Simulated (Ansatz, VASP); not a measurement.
**Ge2Sb: VASP beside Ansatz**

```
Ge Sb
1.0
     0.00000    3.41675    3.41675
     3.41675    0.00000    3.41675
     3.41675    3.41675    0.00000
Ge Sb
2 1
Direct
  0.25000 0.25000 0.25000
  0.75000 0.75000 0.75000
  0.00000 0.00000 0.00000
```

Alike in both runs: functional PBE; k mesh 6 × 6 × 6; occupations gaussian, width 0.1 eV; no spin polarisation.

Ansatz relaxed the structure, and its values are those at the end. VASP's run is a single point on that final structure, the one shown.

|  | VASP | Ansatz |
| --- | --- | --- |
| version | VASP 6.6.1 | Ansatz 0.2.0 |
| potentials or method | VASP PAW PBE potentials, release 64 (Ge_d, Sb), cutoff 520 eV | scalar-relativistic, plane waves, PAW |
| valence electrons in the cell | 33 | 43 |

```csv
,VASP,Ansatz,Ansatz less VASP
gap on the k mesh at the Fermi level (eV),none,none,-
pressure (GPa),0.1,0.1,+0.01
```

A gap of «none» marks a metal or a gap that the smearing closes. With one functional, cell and mesh, what is left measures potentials, basis and numerics. VASP's potentials hold 33 valence electrons a cell and Ansatz's 43, so a difference there can come from the potentials and not from the codes.

Neither program's run includes spin-orbit coupling.
